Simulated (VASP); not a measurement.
# TiAl (P-6m2) in VASP: a series of runs

TiAl is run at these levels: PBEsol; tasks: single point.

All numbers are computed with VASP 6.6.1; they aren't measurements. Logs are shortened: lines on timing, memory, paths and dates and some standing lists are left out, and cuts for length are marked.

## (1) The cell of the first run

Symmetry: P-6m2, No. 187, hexagonal system. Conventional cell: a = 3.089 Å, b = 3.089 Å, c = 4.031 Å, α = 90.00°, β = 90.00°, γ = 120.00°. Within 3.5 Å of Ti (site symmetry -6m2) lie 6 Al at 2.69 Å and 6 Ti at 3.09 Å. Al (site symmetry -6m2) has 6 Ti at 2.69 Å and 6 Al at 3.09 Å within 3.5 Å.

## (2) Single point, PBEsol

The input, INCAR:

```
SYSTEM = TiAl
  PREC = Accurate
  ENCUT = 520
  EDIFF = 1E-6
  ISMEAR = 0
  SIGMA = 0.15
  LREAL = .False.
  LASPH = .True.
  NELM = 80
  ALGO = Fast
  ISIF = 2
  LWAVE = .False.
  LCHARG = .False.
  GGA = PS
  NBANDS = 14
```

The input, KPOINTS:

```
Automatic mesh
0
Gamma
  21 21 12
  0 0 0
```

The input, POSCAR:

```
TiAl
1.0
    3.0886646098      0.0000000000      0.0000000000
   -1.5443323049      2.6748620158      0.0000000000
    0.0000000000      0.0000000000      4.0314497192
Ti Al
1 1
Direct
    0.0000000000      0.0000000000      0.0000000000
    0.3333333333      0.6666666667      0.5000000000
```

Potentials or basis: VASP PAW PBE potentials, release 64 (Ti_sv, Al).

Command:

```sh
cat potpaw_PBE.64/Ti_sv/POTCAR potpaw_PBE.64/Al/POTCAR > POTCAR
mpirun -np 1 vasp_std > vasp.out
```

OUTCAR:

```text
SYSTEM = TiAl
   PREC = Accurate
   ENCUT = 520
   EDIFF = 1E-6
   ISMEAR = 0
   LREAL = .False.
   LASPH = .True.
   NELM = 80
   ISIF = 2
   GGA = PS

 ion  position               nearest neighbor table
   1  0.000  0.000  0.000-   2 2.69   2 2.69   2 2.69   2 2.69   2 2.69   2 2.69
   2  0.333  0.667  0.500-   1 2.69   1 2.69   1 2.69   1 2.69   1 2.69   1 2.69

  LATTYP: Found a hexagonal cell.
 ALAT       =     3.0886646098
 C/A-ratio  =     1.3052403639

  Lattice vectors:

 A1 = (   3.0886646098,   0.0000000000,   0.0000000000)
 A2 = (  -1.5443323049,   2.6748620158,   0.0000000000)
 A3 = (   0.0000000000,   0.0000000000,   4.0314497192)

Analysis of symmetry for initial positions (statically):
=====================================================================
 Subroutine PRICEL returns:
 Original cell was already a primitive cell.

 Routine SETGRP: Setting up the symmetry group for a
 hexagonal supercell.

 Subroutine GETGRP returns: Found 12 space group operations
 (whereof 12 operations were pure point group operations)
 out of a pool of 24 trial point group operations.

The static configuration has the point symmetry D_3h.

Analysis of symmetry for dynamics (positions and initial velocities):
=====================================================================
 Subroutine PRICEL returns:
 Original cell was already a primitive cell.

 Routine SETGRP: Setting up the symmetry group for a
 hexagonal supercell.

 Subroutine GETGRP returns: Found 12 space group operations
 (whereof 12 operations were pure point group operations)
 out of a pool of 24 trial point group operations.

The dynamic configuration has the point symmetry D_3h.

 Subroutine INISYM returns: Found 12 space group operations
 (whereof 12 operations are pure point group operations),
 and found     1 'primitive' translations

----------------------------------------------------------------------------------------

                                     Primitive cell

  volume of cell :      33.3068

  direct lattice vectors                    reciprocal lattice vectors
     3.088664610  0.000000000  0.000000000     0.323764515  0.186925530  0.000000000
    -1.544332305  2.674862016  0.000000000     0.000000000  0.373851060  0.000000000
     0.000000000  0.000000000  4.031449719     0.000000000  0.000000000  0.248049726

  length of vectors
     3.088664610  3.088664610  4.031449719     0.373851060  0.373851060  0.248049726

  position of ions in fractional coordinates (direct lattice)
     0.000000000  0.000000000  0.000000000
     0.333333333  0.666666667  0.500000000

  ion indices of the primitive-cell ions
   primitive index   ion index
                 1           1
                 2           2

----------------------------------------------------------------------------------------

 KPOINTS: Automatic mesh

Automatic generation of k-mesh.
 Grid dimensions read from file:
 generate k-points for:   21   21   12

 Generating k-lattice:

  Cartesian coordinates                     Fractional coordinates (reciprocal lattice)
     0.015417358  0.008901216  0.000000000     0.047619048  0.000000000  0.000000000
     0.000000000  0.017802431  0.000000000     0.000000000  0.047619048  0.000000000
     0.000000000  0.000000000  0.020670811     0.000000000  0.000000000  0.083333333

  Length of vectors
     0.017802431  0.017802431  0.020670811

  Shift w.r.t. Gamma in fractional coordinates (k-lattice)
     0.000000000  0.000000000  0.000000000

 Subroutine IBZKPT returns following result:
 ===========================================

 Found    336 irreducible k-points:

 Following reciprocal coordinates:
            Coordinates               Weight
  0.000000  0.000000  0.000000      1.000000
  0.047619  0.000000  0.000000      6.000000
  0.095238  0.000000  0.000000      6.000000
  0.142857 -0.000000  0.000000      6.000000
  0.190476  0.000000  0.000000      6.000000
  0.238095 -0.000000  0.000000      6.000000
[... 16 lines left out ...]
  0.142857  0.095238  0.000000     12.000000
  0.190476  0.095238  0.000000     12.000000
 [... further k-points ...]
   k-points           NKPTS =    336   k-points in BZ     NKDIM =    336   number of bands    NBANDS=     14
   number of dos      NEDOS =    301   number of ions     NIONS =      2
   total plane-waves  NPLWV =  17280
   dimension x,y,z NGX =    24 NGY =   24 NGZ =   30
   dimension x,y,z NGXF=    48 NGYF=   48 NGZF=   60
   ions per type =               1   1
   NGX,Y,Z   is equivalent  to a cutoff of  12.92, 12.92, 12.37 a.u.
   NGXF,Y,Z  is equivalent  to a cutoff of  25.84, 25.84, 24.74 a.u.
 SYSTEM =  TiAl
   PREC   = accura    normal or accurate (medium, high low for compatibility)
   ISTART =      0    job   : 0-new  1-cont  2-samecut
   ICHARG =      2    charge: 1-file 2-atom 10-const
   ISPIN  =      1    spin polarized calculation?
   LNONCOLLINEAR =      F non collinear calculations
   LSORBIT =      F    spin-orbit coupling
   LASPH  =      T    aspherical Exc in radial PAW
   ENCUT  =  520.0 eV  38.22 Ry    6.18 a.u.   5.74  5.74  7.50*2*pi/ulx,y,z
   NELM   =     80;   NELMIN=  2; NELMDL= -5     # of ELM steps
   EDIFF  = 0.1E-05   stopping-criterion for ELM
   LREAL  =      F    real-space projection
   EDIFFG = 0.1E-04   stopping-criterion for IOM
   NSW    =      0    number of steps for IOM
   IBRION =     -1    ionic relax: 0-MD 1-quasi-New 2-CG
   NFREE  =      0    steps in history (QN), initial steepest desc. (CG)
   ISIF   =      2    stress and relaxation
   ISYM   =      2    0-nonsym 1-usesym 2-fastsym
   POTIM  = 0.5000    time-step for ionic-motion
   TEBEG  =    0.0;   TEEND  =   0.0 temperature during run
   PSTRESS=    0.0 pullay stress
   NELECT =      15.0000    total number of electrons
   NUPDOWN=      -1.0000    fix difference up-down
   EMIN   =  10.00;   EMAX   =-10.00  energy-range for DOS
   EFERMI =   0.00;   METHOD = LEGACY
   ISMEAR =     0;   SIGMA  =   0.15  broadening in eV -4-tet -1-fermi 0-gaus
   EFERMI_NEDOS =   21; number of points for ismear=-14 and -15
   IALGO  =     68    algorithm
   IMIX   =      4    mixing-type and parameters
     AMIX     =   0.40;   BMIX     =  1.00
     AMIX_MAG =   1.60;   BMIX_MAG =  1.00
  volume/ion in A,a.u.               =      16.65       112.38
  Fermi-wavevector in a.u.,A,eV,Ry     =   1.254857  2.371335 21.424622  1.574665
  Thomas-Fermi vector in A             =   2.388641
   LORBIT       =      0    0 simple, 1 ext, 2 COOP (PROOUT), +10 PAW based schemes
   GGA     = PS    functional components
   LHFCALC =     F    Hartree Fock is set to
   AEXX    =    0.0000 exact exchange contribution
   IVDW    =     0    specifies the selected vdW correction
   LEPSILON=     F    determine dielectric tensor
   LRPA    =     F    only Hartree local field effects (RPA)
 non-spin polarized calculation
 RMM-DIIS sequential band-by-band and
 Gauss-broadening in eV      SIGMA  =   0.15
  energy-cutoff  :      520.00
  volume of cell :       33.31
 maximum number of plane-waves:       910
 NGX is ok and might be reduce to    24

 number of electron      15.0000000 magnetization

 Free energy of the ion-electron system (eV)
  ---------------------------------------------------
  ext. energy  EPLUGINS =         0.00000000
  ---------------------------------------------------
  free energy    TOTEN  =       -12.57827114 eV

  energy without entropy =      -12.54529029  energy(sigma->0) =      -12.56178072

 E-fermi :   7.6757     XC(G=0): -11.0203

 val. band max:        7.6728007113   @ k =   0.2857   0.0476   0.3333
 cond. band min:       7.6780869204   @ k =   0.1429   0.1429   0.1667
 fundamental gap:      0.0052862091
 Fermi energy:         7.6756963444

 k-point     1 :       0.0000    0.0000    0.0000
  band No.  band energies     occupation
      1     -48.6696      2.00000
      2     -25.0952      2.00000
      3     -24.8461      2.00000
      4     -24.8461      2.00000
      5      -0.9012      2.00000
      6       6.0998      2.00000
      7       7.9247      0.01891
      8       8.6473      0.00000
      9       8.6473      0.00000
     10       9.8116      0.00000
     11       9.8116      0.00000
     12      14.1831      0.00000
     13      18.1329      0.00000
     14      18.1329      0.00000

 k-point     2 :       0.0476    0.0000    0.0000
  band No.  band energies     occupation
      1     -48.6687      2.00000
      2     -25.0942      2.00000
      3     -24.8529      2.00000
      4     -24.8476      2.00000
      5      -0.8517      2.00000
      6       6.1376      2.00000
      7       7.8556      0.08983
      8       8.5939      0.00000
      9       8.6833      0.00000
     10       9.7981      0.00000
     11       9.9122      0.00000
     12      14.1757      0.00000
     13      17.5180      0.00000
     14      17.7527      0.00000

 k-point     3 :       0.0952    0.0000    0.0000
  band No.  band energies     occupation
      1     -48.6661      2.00000
      2     -25.0912      2.00000
      3     -24.8725      2.00000
      4     -24.8522      2.00000
      5      -0.7037      2.00000
      6       6.2462      2.00000
      7       7.6847      0.93227
      8       8.4414      0.00000
      9       8.7900      0.00000
     10       9.7591      0.00000
     11      10.1766      0.00000
     12      14.1422      0.00000
     13      16.4037      0.00000
     14      17.1051      0.00000
[... 324 lines left out ...]
 k-point    23 :       0.1429    0.0952    0.0000
  band No.  band energies     occupation
      1     -48.6548      2.00000
      2     -25.0781      2.00000
      3     -24.9538      2.00000
      4     -24.8757      2.00000
      5       0.0214      2.00000
      6       6.6715      2.00000
      7       7.1977      1.99999
      8       7.8252      0.15869
      9       9.2797      0.00000
     10       9.5343      0.00000
     11      11.1723      0.00000
     12      13.5376      0.00000
     13      14.4318      0.00000
     14      15.0395      0.00000

 k-point    24 :       0.1905    0.0952    0.0000
  band No.  band energies     occupation
      1     -48.6492      2.00000
      2     -25.0716      2.00000
      3     -24.9929      2.00000
      4     -24.8878      2.00000
      5       0.4450      2.00000
      6       6.7995      2.00000
      7       7.0330      2.00000
      8       7.5547      1.74599
      9       9.4173      0.00000
     10       9.5295      0.00000
     11      11.6294      0.00000
     12      12.8198      0.00000
     13      13.9887      0.00000
     14      14.7872      0.00000

 [... further k-points ...]
[... 5 lines left out ...]
  --------------------------------------------------------------------------------------
  -------------------------------------------------------------------------------------
  Total       -1.1562037     -1.1562037      3.4385867      0.0000000      0.0000000      0.0000000
  in kB      -55.6175108    -55.6175108    165.4082525      0.0000000      0.0000000      0.0000000
  external PRESSURE =      18.0577436 kB  Pullay stress =       0.0000000 kB

 VOLUME and BASIS-vectors are now :
 -----------------------------------------------------------------------------
  energy-cutoff  :      520.00
  volume of cell :       33.31
      direct lattice vectors                 reciprocal lattice vectors
     3.088664610  0.000000000  0.000000000     0.323764515  0.186925530  0.000000000
    -1.544332305  2.674862016  0.000000000     0.000000000  0.373851060  0.000000000
     0.000000000  0.000000000  4.031449719     0.000000000  0.000000000  0.248049726

 POSITION                                       TOTAL-FORCE (eV/Angst)
 -----------------------------------------------------------------------------------
      0.00000      0.00000      0.00000         0.000000      0.000000      0.000000
     -0.00000      1.78324      2.01572        -0.000000      0.000000      0.000000
 -----------------------------------------------------------------------------------
    total drift:                                0.000000     -0.000000      0.000000

  FREE ENERGIE OF THE ION-ELECTRON SYSTEM (eV)
  ---------------------------------------------------
  free  energy   TOTEN  =       -12.5782711432 eV

  energy  without entropy=      -12.5452902943  energy(sigma->0) =      -12.56178072
```

It took 2.8 min on 1 thread of Intel Xeon Platinum 8259CL at 2.50GHz (Skylake/Cascade Lake), shared host; peak memory 0.27 GiB.

What came out:

```yaml
Free_energy: -12.5783 eV
Pressure: 1.8 GPa
```

Stress tensor (GPa, compression positive):
```
-5.56  0.00  0.00
 0.00 -5.56  0.00
 0.00  0.00 16.54
```

Caveat: the PAW data sets were made with another functional, which shifts forces and pressure a little.

## (3) Single point, PBEsol

This run uses another cell than the first one, of the same volume but with other edges.

The input, INCAR:

```
SYSTEM = TiAl
PREC = Accurate
ENCUT = 520
EDIFF = 1E-7
ISMEAR = 0
SIGMA = 0.15
LREAL = .FALSE.
LASPH = .TRUE.
NELM = 80
ALGO = Fast
ISIF = 2
LWAVE = .FALSE.
LCHARG = .TRUE.
GGA = PS
LELF = .TRUE.
LVHAR = .TRUE.
NBANDS = 14
```

The input, KPOINTS:

```
regular mesh
0
G
  21 21 12
  0 0 0
```

The input, POSCAR:

```
TiAl
1.0
    2.6271586311      0.0000000000      0.0000000000
   -1.3135793155      2.2751861143      0.0000000000
    0.0000000000      0.0000000000      5.5722444176
Ti Al
1 1
Direct
    0.0000000000      0.0000000000      0.0000000000
    0.3333333333      0.6666666667      0.5000000000
```

Potentials or basis: VASP PAW PBE potentials, release 64 (Ti_sv, Al).

Command:

```sh
cat potpaw_PBE.64/Ti_sv/POTCAR potpaw_PBE.64/Al/POTCAR > POTCAR
mpirun -np 1 vasp_std > vasp.out
```

Wall time 4.3 min (1 thread of Intel Xeon Platinum 8259CL at 2.50GHz (Skylake/Cascade Lake), shared host); peak memory 0.28 GiB.

The run converged. Its results:

```yaml
Free_energy: -12.1155 eV
Pressure: 2.4 GPa
```

Stress tensor (GPa, compression positive):
```
 16.46   0.00   0.00
  0.00  16.46   0.00
  0.00   0.00 -25.67
```

Levels at points of the mesh, in eV from the Fermi level:
| k point | band 4 | band 5 | band 6 | band 7 | band 8 | band 9 | band 10 | band 11 |
| --- | --- | --- | --- | --- | --- | --- | --- | --- |
| (0.00, 0.00, 0.00) | -32.08 | -9.76 | -3.64 | -3.63 | 0.86 | 1.16 | 1.16 | 3.33 |
| (0.00, 0.00, 0.50) | -32.08 | -9.41 | -5.84 | -1.99 | 1.16 | 1.16 | 2.63 | 3.32 |

Caveat: the PAW data sets were made with another functional, which shifts forces and pressure a little.
